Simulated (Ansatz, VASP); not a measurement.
## Two plane-wave programs on SiO2

Contents of INCAR:

```
PREC     = Accurate       # precision mode
ENCUT    = 520            # plane-wave cutoff, eV
EDIFF    = 1E-6           # SCF threshold, eV
ISMEAR   = 0              # smearing method
SIGMA    = 0.05           # smearing width, eV
LREAL    = F              # projectors in reciprocal space
LASPH    = T              # aspherical terms in the spheres
NELM     = 80             # most SCF steps
ALGO     = Normal         # electronic algorithm
ISIF     = 2              # what is computed and relaxed
LWAVE    = F              # write WAVECAR
LCHARG   = F              # write CHGCAR
GGA      = CA             # functional
NBANDS   = 25             # bands
```

Contents of KPOINTS:

```
Automatic mesh
0
Gamma
  6 6 10
```

Contents of POSCAR:

```
SiO2
1.0
    4.3674550431      0.0000000000      0.0000000000
    0.0000000000      4.3674550431      0.0000000000
    0.0000000000      0.0000000000      2.3317842475
Si O
2 4
Direct
    0.5000000000      0.5000000000      0.5000000000
    0.0000000000      0.0000000000      0.0000000000
    0.6944252994      0.6944252994      0.0000000000
    0.1944252994      0.8055747006      0.5000000000
    0.3055747006      0.3055747006      0.0000000000
    0.8055747006      0.1944252994      0.5000000000
```

Input for Ansatz:

```yaml
crystal:
  lattice:
    - [4.3674550431, 0.0, 0.0]
    - [0.0, 4.3674550431, 0.0]
    - [0.0, 0.0, 2.3317842475]
  atoms:
    - { symbol: Si, position: [0.5, 0.5, 0.5] }
    - { symbol: Si, position: [0.0, 0.0, 0.0] }
    - { symbol: O, position: [0.6944252994, 0.6944252994, 0.0] }
    - { symbol: O, position: [0.1944252994, 0.8055747006, 0.5] }
    - { symbol: O, position: [0.3055747006, 0.3055747006, 0.0] }
    - { symbol: O, position: [0.8055747006, 0.1944252994, 0.5] }
basis:
  ecutwfc: 520.0
kpoints:
  mp_grid: { grid: [6, 6, 10] }
hamiltonian:
  xc: lda
  pseudopotentials: { kind: paw, azcp: { folder: soft_1 } }
scf:
  occupations: { method: gaussian, width: 0.05 }
output:
  forces: true
  stress: true
  eigenvalues: true
```

Alike in both runs: task single point; functional LDA; k mesh 6 × 6 × 10; occupations gaussian, width 0.05 eV; no spin polarisation.

|  | VASP | Ansatz |
| --- | --- | --- |
| version | VASP 6.6.1 | Ansatz 0.2.0 |
| potentials or method | VASP PAW LDA potentials, release 64 (Si, O), cutoff 520 eV | scalar-relativistic, plane waves, PAW |
| valence electrons in the cell | 32 | 32 |

Ansatz gave:

| Quantity | Value |
| --- | --- |
| gap on the k mesh at the Fermi level (eV) | 6.21 |
| least direct gap on the mesh (eV) | 6.21 |
| rms of the force components (eV/Å) | 0.347 |

Task: Estimate VASP's values.

Result: gap on the k mesh at the Fermi level (eV): 6.18; least direct gap on the mesh (eV): 6.18; rms of the force components (eV/Å): 0.290.

Ansatz warns that its potentials were made for another functional, while VASP's fit it. LDA's correlation is that of Perdew and Zunger in VASP and of Perdew and Wang (1992) in Ansatz. Atom by atom the forces differ by 0.057 eV/Å (rms over components).
